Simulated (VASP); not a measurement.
# ZnCu (R3m) in VASP: a series of runs

Runs on ZnCu. Level: PBE. Tasks: single point.

Program: VASP 6.6.1. These are calculated values, not measurements. Logs are shortened: lines on timing, memory, paths and dates and some standing lists are left out, and cuts for length are marked.

## (1) The cell of the first run

The structure is trigonal, space group R3m (No. 160). Conventional cell: a = 4.165 Å, b = 4.165 Å, c = 5.101 Å, α = 90.00°, β = 90.00°, γ = 120.00°. Zn (site symmetry 3m) has 8 Cu at 2.40 to 2.70 Å and 6 Zn at 2.94 Å within 3.2 Å. Cu (site symmetry 3m) has 8 Zn at 2.40 to 2.70 Å and 6 Cu at 2.94 Å within 3.2 Å.

## (2) Single point, PBE (shortest bond scaled by 0.94)

File INCAR:

```
SYSTEM = ZnCu
ALGO = Normal
EDIFF = 1E-7
ENCUT = 520
GGA = PE
ISIF = 2
ISMEAR = -1
LASPH = .True.
LCHARG = .False.
LREAL = .False.
LWAVE = .False.
NBANDS = 18
NELM = 100
PREC = Accurate
SIGMA = 0.05
```

File KPOINTS:

```
k-points
0
Gamma
  10 10 10
  0 0 0
```

File POSCAR:

```
ZnCu
1.0
    2.9450000000      0.0000000000      0.0000000000
    0.0000000000      2.9450000000      0.0000000000
    0.0000000000      0.0000000000      2.9450000000
Zn Cu
1 1
Direct
    0.4850000000      0.4850000000      0.4850000000
    0.0150000000      0.0150000000      0.0150000000
```

Potentials or basis: VASP PAW PBE potentials, release 64 (Zn, Cu).

Started as:

```bash
> cat potpaw_PBE.64/Zn/POTCAR potpaw_PBE.64/Cu/POTCAR > POTCAR
> mpirun -np 1 vasp_std > vasp.out
```

OUTCAR:

```text
SYSTEM = ZnCu
   EDIFF = 1E-7
   ENCUT = 520
   GGA = PE
   ISIF = 2
   ISMEAR = -1
   LASPH = .True.
   LREAL = .False.
   NELM = 100
   PREC = Accurate

 ion  position               nearest neighbor table
   1  0.485  0.485  0.485-   2 2.40   2 2.50   2 2.50   2 2.50   2 2.61   2 2.61   2 2.61   2 2.70

   2  0.015  0.015  0.015-   1 2.40   1 2.50   1 2.50   1 2.50   1 2.61   1 2.61   1 2.61   1 2.70

  LATTYP: Found a simple cubic cell.
 ALAT       =     2.9450000000

  Lattice vectors:

 A1 = (   2.9450000000,   0.0000000000,   0.0000000000)
 A2 = (   0.0000000000,   2.9450000000,   0.0000000000)
 A3 = (   0.0000000000,   0.0000000000,   2.9450000000)

Analysis of symmetry for initial positions (statically):
=====================================================================
 Subroutine PRICEL returns:
 Original cell was already a primitive cell.

 Routine SETGRP: Setting up the symmetry group for a
 simple cubic supercell.

 Subroutine GETGRP returns: Found  6 space group operations
 (whereof  6 operations were pure point group operations)
 out of a pool of 48 trial point group operations.

The static configuration has the point symmetry C_3v.

Analysis of symmetry for dynamics (positions and initial velocities):
=====================================================================
 Subroutine PRICEL returns:
 Original cell was already a primitive cell.

 Routine SETGRP: Setting up the symmetry group for a
 simple cubic supercell.

 Subroutine GETGRP returns: Found  6 space group operations
 (whereof  6 operations were pure point group operations)
 out of a pool of 48 trial point group operations.

The dynamic configuration has the point symmetry C_3v.

 Subroutine INISYM returns: Found  6 space group operations
 (whereof  6 operations are pure point group operations),
 and found     1 'primitive' translations

----------------------------------------------------------------------------------------

                                     Primitive cell

  volume of cell :      25.5421

  direct lattice vectors                    reciprocal lattice vectors
     2.945000000  0.000000000  0.000000000     0.339558574  0.000000000  0.000000000
     0.000000000  2.945000000  0.000000000     0.000000000  0.339558574  0.000000000
     0.000000000  0.000000000  2.945000000     0.000000000  0.000000000  0.339558574

  length of vectors
     2.945000000  2.945000000  2.945000000     0.339558574  0.339558574  0.339558574

[... 79 lines left out ...]
   NELM   =    100;   NELMIN=  2; NELMDL= -5     # of ELM steps
   EDIFF  = 0.1E-06   stopping-criterion for ELM
   LREAL  =      F    real-space projection
   EDIFFG = 0.1E-05   stopping-criterion for IOM
   NSW    =      0    number of steps for IOM
   IBRION =     -1    ionic relax: 0-MD 1-quasi-New 2-CG
   NFREE  =      0    steps in history (QN), initial steepest desc. (CG)
   ISIF   =      2    stress and relaxation
   ISYM   =      2    0-nonsym 1-usesym 2-fastsym
   POTIM  = 0.5000    time-step for ionic-motion
   TEBEG  =    0.0;   TEEND  =   0.0 temperature during run
   PSTRESS=    0.0 pullay stress
   NELECT =      23.0000    total number of electrons
   NUPDOWN=      -1.0000    fix difference up-down
   EMIN   =  10.00;   EMAX   =-10.00  energy-range for DOS
   EFERMI =   0.00;   METHOD = LEGACY
   ISMEAR =    -1;   SIGMA  =   0.05  broadening in eV -4-tet -1-fermi 0-gaus
   EFERMI_NEDOS =   21; number of points for ismear=-14 and -15
   IALGO  =     38    algorithm
   IMIX   =      4    mixing-type and parameters
     AMIX     =   0.40;   BMIX     =  1.00
     AMIX_MAG =   1.60;   BMIX_MAG =  1.00
  volume/ion in A,a.u.               =      12.77        86.18
  Fermi-wavevector in a.u.,A,eV,Ry     =   1.580880  2.987429 34.003415  2.499180
  Thomas-Fermi vector in A             =   2.681040
   LORBIT       =      0    0 simple, 1 ext, 2 COOP (PROOUT), +10 PAW based schemes
   GGA     = PE    functional components
   LHFCALC =     F    Hartree Fock is set to
   AEXX    =    0.0000 exact exchange contribution
   IVDW    =     0    specifies the selected vdW correction
   LEPSILON=     F    determine dielectric tensor
   LRPA    =     F    only Hartree local field effects (RPA)
 non-spin polarized calculation
  energy-cutoff  :      520.00
  volume of cell :       25.54
 maximum number of plane-waves:       711
 NGX is ok and might be reduce to    24
   NGX = 11   NGY = 11   NGZ = 11

 number of electron      22.9999998 magnetization

 Free energy of the ion-electron system (eV)
  ---------------------------------------------------
  ext. energy  EPLUGINS =         0.00000000
  ---------------------------------------------------
  free energy    TOTEN  =        -4.94590450 eV

  energy without entropy =       -4.93974022  energy(sigma->0) =       -4.94282236

 E-fermi :   5.6334     XC(G=0): -12.3953

 val. band max:        5.6106562624   @ k =   0.3000   0.1000   0.0000
 cond. band min:       5.6725457594   @ k =   0.5000   0.4000   0.3000
 fundamental gap:      0.0618894969
 Fermi energy:         5.6333767747

 k-point     1 :       0.0000    0.0000    0.0000
  band No.  band energies     occupation
      1      -4.7977      2.00000
      2      -2.3194      2.00000
      3      -2.3194      2.00000
      4      -1.6420      2.00000
      5      -1.6133      2.00000
      6      -1.6133      2.00000
[... 481 lines left out ...]
      5      -1.7223      2.00000
      6      -1.0989      2.00000
[... 10 lines left out ...]
     17      22.5225      0.00000
     18      22.8071      0.00000

 [... further k-points ...]

------------------------ aborting loop because EDIFF is reached ----------------------------------------

  FORCE on cell =-STRESS in cart. coord.  units (eV):
  Direction    XX          YY          ZZ          XY          YZ          ZX
  --------------------------------------------------------------------------------------
  -------------------------------------------------------------------------------------
  Total        0.6768678      0.6768678      0.6768678      0.1524479      0.1524479      0.1524479
  in kB       42.4579015     42.4579015     42.4579015      9.5626012      9.5626012      9.5626012
  external PRESSURE =      42.4579015 kB  Pullay stress =       0.0000000 kB

 VOLUME and BASIS-vectors are now :
 -----------------------------------------------------------------------------
  energy-cutoff  :      520.00
  volume of cell :       25.54
      direct lattice vectors                 reciprocal lattice vectors
     2.945000000  0.000000000  0.000000000     0.339558574  0.000000000  0.000000000
     0.000000000  2.945000000  0.000000000     0.000000000  0.339558574  0.000000000
     0.000000000  0.000000000  2.945000000     0.000000000  0.000000000  0.339558574

 POSITION                                       TOTAL-FORCE (eV/Angst)
 -----------------------------------------------------------------------------------
      1.42832      1.42832      1.42832         0.455820      0.455820      0.455820
      0.04418      0.04418      0.04418        -0.455820     -0.455820     -0.455820
 -----------------------------------------------------------------------------------
    total drift:                                0.000799      0.000799      0.000810

  FREE ENERGIE OF THE ION-ELECTRON SYSTEM (eV)
  ---------------------------------------------------
  free  energy   TOTEN  =        -4.9459044986 eV

  energy  without entropy=       -4.9397402206  energy(sigma->0) =       -4.94282236
```

stdout:

```text
POSCAR found type information on POSCAR ZnCu
 POSCAR found :  2 types and       2 ions
 scaLAPACK will be used
 LDA part: xc-table for (Slater+PW92), standard interpolation
 POSCAR, INCAR and KPOINTS ok, starting setup
 FFT: planning ... GRIDC
 FFT: planning ... GRID_SOFT
 FFT: planning ... GRID
 WAVECAR not read
 entering main loop
```

It took 61 s on 1 thread of Intel Xeon 8259CL, shared host; peak memory 0.18 GiB.

Results:

```yaml
Free_energy: -4.9459 eV
Pressure: 4.2 GPa
Largest_force: 0.790 eV/Å
Band_gap_on_the_k_mesh: zero (an odd number of electrons rules out a gap without spin polarisation)
```

Forces in eV/Å, atoms in the order of the input:
```
Zn   0.456  0.456  0.456
Cu  -0.456 -0.456 -0.456
```

Stress tensor (GPa, compression positive):
```
4.25 0.96 0.96
0.96 4.25 0.96
0.96 0.96 4.25
```

Caveat: the cell differs from its parent crystal (shortest bond scaled by 0.94); the cell stands under pressure.

## (3) Single point, PBE (shortest bond scaled by 0.7)

File INCAR:

```
SYSTEM = ZnCu
ALGO = Normal ; EDIFF = 1E-6
ENCUT = 520 ; GGA = PE
ISIF = 2 ; ISMEAR = -1
LASPH = .True. ; LCHARG = .True.
LELF = .True. ; LREAL = .False.
LVHAR = .True. ; LWAVE = .False.
NBANDS = 18 ; NELM = 80
PREC = Accurate ; SIGMA = 0.05
```

KPOINTS is that of step 2.

File POSCAR:

```
ZnCu
1.0
    2.9450000000      0.0000000000      0.0000000000
    0.0000000000      2.9450000000      0.0000000000
    0.0000000000      0.0000000000      2.9450000000
Zn Cu
1 1
Direct
    0.4250000000      0.4250000000      0.4250000000
    0.0750000000      0.0750000000      0.0750000000
```

Potentials or basis: VASP PAW PBE potentials, release 64 (Zn, Cu).

Started as:

```bash
> cat potpaw_PBE.64/Zn/POTCAR potpaw_PBE.64/Cu/POTCAR > POTCAR
> mpirun -np 1 vasp_std > vasp.out
```

Run time: 54 s. Hardware: 1 thread of Intel Xeon 8259CL, shared host; peak memory 0.18 GiB.

It converged, with:

| Item | Value |
| --- | --- |
| Free energy | -1.9838 eV |
| Pressure | 53.8 GPa |
| Largest force | 13.516 eV/Å |
| Band gap on the k mesh | zero (an odd number of electrons rules out a gap without spin polarisation) |

Forces on the atoms (eV/Å):
```
Zn   7.804  7.804  7.804
Cu  -7.804 -7.804 -7.804
```

Stress tensor (GPa, compression positive):
```
53.80 44.12 44.12
44.12 53.80 44.12
44.12 44.12 53.80
```

Levels at points of the mesh, in eV from the Fermi level:
| k point | band 7 | band 8 | band 9 | band 10 | band 11 | band 12 | band 13 | band 14 | band 15 | band 16 |
| --- | --- | --- | --- | --- | --- | --- | --- | --- | --- | --- |
| (0.00, 0.00, 0.00) | -4.12 | -4.12 | -3.15 | -3.15 | -2.95 | 7.27 | 7.27 | 7.29 | 10.25 | 10.25 |
| (0.50, 0.00, 0.00) | -5.16 | -3.84 | -3.50 | -3.28 | -3.01 | -2.28 | 10.32 | 10.48 | 12.13 | 12.22 |
| (0.50, 0.50, 0.00) | -4.18 | -3.50 | -3.29 | -2.96 | -1.89 | -1.39 | 1.06 | 2.30 | 14.02 | 15.48 |
| (0.50, 0.50, 0.50) | -4.62 | -4.62 | -2.95 | -2.95 | 1.76 | 2.79 | 2.79 | 4.07 | 5.98 | 5.98 |

Caveat: the cell differs from its parent crystal (shortest bond scaled by 0.7); the cell stands under pressure; forces of over 1 eV/Å act on the atoms, so gaps and moduli don't describe the material at rest.

(Part 1 of 2 ends here.)
